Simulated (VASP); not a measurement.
SnO2: single point with LDA

SnO2:

```
Sn O
1.0
    -3.18232    3.31971    3.31971
     3.18232   -3.31971    3.31971
     3.18232    3.31971   -3.31971
Sn O
4 8
Direct
  0.99999 0.24999 0.75000
  0.00001 0.75001 0.25000
  0.50000 0.50000 0.50000
  0.50000 0.00000 0.00000
  0.19414 0.19415 0.50001
  0.69415 0.75001 0.94414
  0.19414 0.69413 0.99999
  0.30587 0.75001 0.55586
  0.69413 0.24999 0.44414
  0.30585 0.24999 0.05586
  0.80586 0.30587 0.00001
  0.80586 0.80585 0.49999
```

```yaml
Program: VASP 6.6.1
Task: single point
Functional: LDA
Potentials_or_basis: VASP PAW LDA potentials, release 64 (Sn_d, O)
Cutoff: 520 eV
k_mesh: 6 × 6 × 6
Occupations: gaussian, width 0.02 eV
Spin: no spin polarisation
```

```
Pressure               : 4.1 GPa
Largest force          : 0.020 eV/Å
Band gap on the k mesh : 1.35 eV
```

Forces on the atoms (eV/Å):
```
Sn   0.000  0.000  0.000
Sn   0.000  0.000  0.000
Sn   0.000  0.000  0.000
Sn   0.000  0.000  0.000
O    0.000  0.000  0.020
O    0.000  0.020  0.000
O    0.000  0.000  0.020
O    0.000 -0.020  0.000
O    0.000  0.020  0.000
O    0.000 -0.020  0.000
O    0.000  0.000 -0.020
O    0.000  0.000 -0.020
```

Stress tensor (GPa, compression positive):
```
4.44 0.00 0.00
0.00 3.98 0.00
0.00 0.00 3.99
```

Levels at points of the mesh, in eV from the valence-band top:
| k point | band 50 | band 51 | band 52 | band 53 | band 54 | band 55 |
| --- | --- | --- | --- | --- | --- | --- |
| (0.00, 0.00, 0.00) | -0.82 | -0.82 | 0.00 | 1.35 | 4.87 | 4.87 |
| (0.50, 0.00, 0.00) | -0.70 | -0.66 | -0.66 | 4.51 | 4.51 | 6.53 |
| (0.00, 0.50, 0.00) | -0.88 | -0.54 | -0.54 | 4.65 | 4.65 | 6.24 |
| (0.50, 0.50, 0.00) | -0.88 | -0.54 | -0.54 | 4.65 | 4.65 | 6.24 |
| (0.50, 0.50, 0.50) | -1.31 | -0.92 | -0.92 | 4.90 | 4.90 | 6.24 |

Wall time 12 min on 1 thread of Intel Xeon 8259CL, on a shared host, peak memory 0.4 GiB.

Caveat: the cell stands under pressure; spin-orbit coupling is left out, which moves the levels of the heavy elements.
